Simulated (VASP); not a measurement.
# Si6SnO16 (a cell with a defect): single point with PBE

Crystal: Si6SnO16 (a cell with a defect).

```
Si O Sn
1.0
    -4.17900   -4.17900    0.00000
     4.17900   -4.17900    0.00000
     0.00000    0.00000    5.32980
Si O Sn
6 16 1
Cartesian
  0.1247 -4.2929 0.0044
  2.0910 -2.0859 1.3285
  0.0469 -4.2257 2.6252
  2.1058 -2.1028 3.9801
  0.0536 -0.0826 -0.0081
  0.0362 -0.0053 2.6423
  1.3064 -2.9062 -0.0130
  0.8460 -0.8306 1.2990
  -1.2721 -5.4745 -0.0146
  3.3049 -3.3165 1.4896
  1.2389 -2.8668 2.6553
  0.8442 -0.8330 4.0298
  -1.3071 -5.4163 2.6574
  3.3343 -3.3508 3.8733
  -3.5194 -2.8164 0.1324
  0.8277 -5.0067 1.3652
  -1.3586 -0.7377 0.1330
  -0.7694 -3.4042 1.2496
  -2.9256 -3.0084 2.7084
  0.8501 -5.0284 3.9633
  -1.1538 -1.2153 2.6962
  -0.6800 -3.4810 4.0067
  -1.9261 -2.3075 -0.5510
```

* Program: VASP 6.6.1
* Task: single point
* Functional: PBE
* Potentials or basis: VASP PAW PBE potentials, release 64 (Si, O, Sn_d)
* Cutoff: 520 eV
* k mesh: 2 × 2 × 2
* Occupations: gaussian, width 0.05 eV
* Spin: no spin polarisation
* Dipole correction: no
* Further INCAR settings: LREAL = Auto; ALGO = Normal; EDIFF = 1e-06; NBANDS = 84

* Pressure: 34.1 GPa
* Largest force: 4.024 eV/Å
* Band gap on the k mesh: zero (band 67 reaches 7.22 eV, above the bottom of band 68 at 7.06 eV)

Forces in eV/Å, atoms in the order of the input:
```
Si   0.013 -0.004  0.126
Si  -0.058  0.074  0.043
Si  -0.015  0.018 -0.113
Si   0.056 -0.063  0.042
Si  -0.005 -0.005  0.068
Si  -0.010  0.012 -0.062
O   -0.012 -0.011  0.028
O    0.024  0.006  0.124
O    0.013  0.015  0.014
O   -0.104  0.134  0.241
O   -0.014 -0.013  0.054
O    0.004 -0.010  0.124
O    0.015  0.014  0.072
O    0.108 -0.137  0.267
O    0.003  0.017  1.122
O   -0.049  0.045  0.113
O   -0.036 -0.054  1.149
O   -0.353  0.312 -0.150
O    0.054  0.042  0.458
O    0.079 -0.068  0.093
O   -0.039 -0.051  0.373
O    0.361 -0.303 -0.163
Sn  -0.036  0.031 -4.024
```

Stress tensor (GPa, compression positive):
```
40.31  4.33 -4.67
 4.33 39.12  4.38
-4.67  4.38 22.81
```

Levels at points of the mesh, in eV from the Fermi level:
| k point | band 65 | band 66 | band 67 | band 68 | band 69 | band 70 |
| --- | --- | --- | --- | --- | --- | --- |
| (0.00, 0.00, 0.00) | -0.19 | -0.04 | 0.02 | 0.15 | 0.53 | 4.45 |
| (0.50, 0.00, 0.00) | -0.45 | -0.45 | -0.23 | 0.14 | 0.15 | 4.93 |
| (0.00, 0.50, 0.00) | -0.40 | -0.30 | -0.19 | 0.05 | 0.12 | 5.22 |
| (0.50, 0.50, 0.00) | -0.24 | -0.13 | 0.01 | 0.09 | 0.10 | 5.43 |
| (0.00, 0.00, 0.50) | -0.45 | -0.37 | -0.02 | 0.02 | 0.18 | 5.01 |
| (0.50, 0.00, 0.50) | -0.46 | -0.34 | -0.26 | -0.01 | 0.21 | 5.02 |
| (0.00, 0.50, 0.50) | -0.40 | -0.20 | -0.03 | 0.17 | 0.35 | 5.51 |
| (0.50, 0.50, 0.50) | -0.43 | -0.36 | -0.33 | -0.14 | 0.12 | 5.62 |

Wall time 6.9 min on 1 thread of Intel(R) Xeon(R) Platinum 8259CL CPU @ 2.50GHz (Skylake/Cascade Lake), on a shared host, peak memory 0.33 GiB.

Caveat: the k points lie up to 0.59 Å⁻¹ apart; spin-orbit coupling is left out, which moves the levels of the heavy elements.
